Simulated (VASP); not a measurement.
Input of a VASP 6.6.1 run:

File POSCAR:

```
BAs
1.0
    0.0000000000      2.3918676044      2.3918676044
    2.3918676044      0.0000000000      2.3918676044
    2.3918676044      2.3918676044      0.0000000000
B As
1 1
Direct
    0.0000000000      0.0000000000      0.0000000000
    0.2500000000      0.2500000000      0.2500000000
```

File INCAR.step1:

```
SYSTEM = BAs
PREC     = Accurate       ! precision mode
ENCUT    = 500            ! plane-wave cutoff, eV
EDIFF    = 1E-8           ! SCF threshold, eV
ISMEAR   = 0              ! smearing method
SIGMA    = 0.01           ! smearing width, eV
LREAL    = .False.        ! projectors in reciprocal space
LASPH    = .True.         ! aspherical terms in the spheres
NELM     = 100            ! most SCF steps
ALGO     = Normal         ! electronic algorithm
LWAVE    = .True.         ! write WAVECAR
LCHARG   = .False.        ! write CHGCAR
GGA      = PE             ! functional
```

Contents of INCAR.step2:

```
SYSTEM = BAs
PREC     = Accurate       ! precision mode
ENCUT    = 500            ! plane-wave cutoff, eV
EDIFF    = 1E-8           ! SCF threshold, eV
ISMEAR   = 0              ! smearing method
SIGMA    = 0.01           ! smearing width, eV
LREAL    = .False.        ! projectors in reciprocal space
LASPH    = .True.         ! aspherical terms in the spheres
NELM     = 1              ! most SCF steps
ALGO     = Exact          ! electronic algorithm
LWAVE    = .True.         ! write WAVECAR
LCHARG   = .False.        ! write CHGCAR
GGA      = PE             ! functional
NBANDS   = 106            ! bands
LOPTICS  = .True.         ! frequency-dependent dielectric function
ISTART   = 1
```

The input INCAR.step3:

```
SYSTEM = BAs
PREC     = Accurate       ! precision mode
ENCUT    = 500            ! plane-wave cutoff, eV
EDIFF    = 1E-8           ! SCF threshold, eV
ISMEAR   = 0              ! smearing method
SIGMA    = 0.01           ! smearing width, eV
LREAL    = .False.        ! projectors in reciprocal space
LASPH    = .True.         ! aspherical terms in the spheres
ALGO     = EVGW0          ! electronic algorithm
LWAVE    = .False.        ! write WAVECAR
LCHARG   = .False.        ! write CHGCAR
GGA      = PE             ! functional
NELMGW   = 1            
NBANDS   = 106            ! bands
ENCUTGW  = 140.0          ! cutoff of the response function
NOMEGA   = 96             ! frequency points
PRECFOCK = Fast         
ISTART   = 1            
NBANDSGW = 12           
OMEGAMAX = 20
```

Contents of KPOINTS:

```
regular mesh
0
Gamma
  4 4 4
  0 0 0
```

Potentials or basis: VASP PAW PBE potentials, release 64 (B_GW, As_GW).

Launch:

```sh
$ cat potpaw_PBE.64/B_GW/POTCAR potpaw_PBE.64/As_GW/POTCAR > POTCAR
$ cp INCAR.step1 INCAR
$ mpirun -np 1 vasp_std > vasp.out
$ cp INCAR.step2 INCAR
$ mpirun -np 1 vasp_std > vasp.out
$ cp INCAR.step3 INCAR
$ mpirun -np 1 vasp_std > vasp.out
```

(1) Predict the quasiparticle gap.

(2) Estimate the least direct quasiparticle gap.

(3) What does it give for the band gap of the starting levels on the mesh?

(4) Estimate the least direct gap of the starting levels on the mesh.

Answers

(1) 1.87 eV.

(2) 4.05 eV.

(3) 1.42 eV.

(4) 3.25 eV.

Caveat: the k points lie up to 0.57 Å⁻¹ apart; bands, screening cutoff and mesh are small and nothing is extrapolated, so the quasiparticle values aren't converged.
